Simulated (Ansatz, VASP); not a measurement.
# One calculation of Ti3H2, two programs

Contents of INCAR:

```
SYSTEM = Ti3H2
ALGO = Fast
EDIFF = 1E-6
EDIFFG = -0.01
ENCUT = 600
GGA = PE
IBRION = 2
ISIF = 3
ISMEAR = 0
LASPH = .TRUE.
LCHARG = .FALSE.
LREAL = .FALSE.
LWAVE = .FALSE.
NELM = 100
NSW = 100
PREC = Accurate
SIGMA = 0.1
```

File KPOINTS:

```
k-points
0
G
  12 12 6
  0 0 0
```

File POSCAR:

```
Ti3H2
1.0
    2.9345527889      0.0000000000      0.0000000000
   -1.4672763944      2.5413972639      0.0000000000
    0.0000000000      0.0000000000      7.2618214903
Ti H
3 2
Direct
    0.0000000000      0.0000000000      0.0000000000
    0.3333333333      0.6666666667      0.6602017350
    0.6666666667      0.3333333333      0.3397982650
    0.3333333333      0.6666666667      0.1646213733
    0.6666666667      0.3333333333      0.8353786267
```

Input for Ansatz:

```yaml
crystal:
  lattice:
    - [2.9345527889, 0.0, 0.0]
    - [-1.4672763944, 2.5413972639, 0.0]
    - [0.0, 0.0, 7.2618214903]
  atoms:
    - { symbol: Ti, position: [0.0, 0.0, 0.0] }
    - { symbol: Ti, position: [0.3333333333, 0.6666666667, 0.660201735] }
    - { symbol: Ti, position: [0.6666666667, 0.3333333333, 0.339798265] }
    - { symbol: H, position: [0.3333333333, 0.6666666667, 0.1646213733] }
    - { symbol: H, position: [0.6666666667, 0.3333333333, 0.8353786267] }
basis:
  ecutwfc: 420
kpoints:
  mp_grid: { grid: [12, 12, 6] }
hamiltonian:
  xc: pbe
scf:
  occupations: { method: gaussian, width: 0.1 }
output:
  forces: true
  stress: true
  eigenvalues: true
relax:
  adjacent_minimum: "off"
  f_tol: 0.01
  max_steps: 80
  cell: { stress_tol: 0.05 }
```

Alike in both runs: task relaxation of cell and atoms; functional PBE; k mesh 12 × 12 × 6; occupations gaussian, width 0.1 eV; no spin polarisation.

|  | VASP | Ansatz |
| --- | --- | --- |
| version | VASP 6.6.1 | Ansatz 0.2.0 |
| potentials or method | VASP PAW PBE potentials, release 64 (Ti_sv, H), cutoff 600 eV | scalar-relativistic, plane waves, PAW |
| valence electrons in the cell | 38 | 38 |

VASP gave:

| Quantity | Value |
| --- | --- |
| gap on the k mesh at the Fermi level, each at its own relaxed structure (eV) | none |
| relaxed volume (Å³/atom) | 10.84 |
| relaxed length of the cell vector where the two differ most in proportion (Å) | 7.256 |

Question: What did Ansatz give for the same quantities?

Answer: gap on the k mesh at the Fermi level, each at its own relaxed structure (eV): none; relaxed volume (Å³/atom): 10.85; relaxed length of the cell vector where the two differ most in proportion (Å): 7.262.

A gap of «none» marks a metal or a gap that the smearing closes.
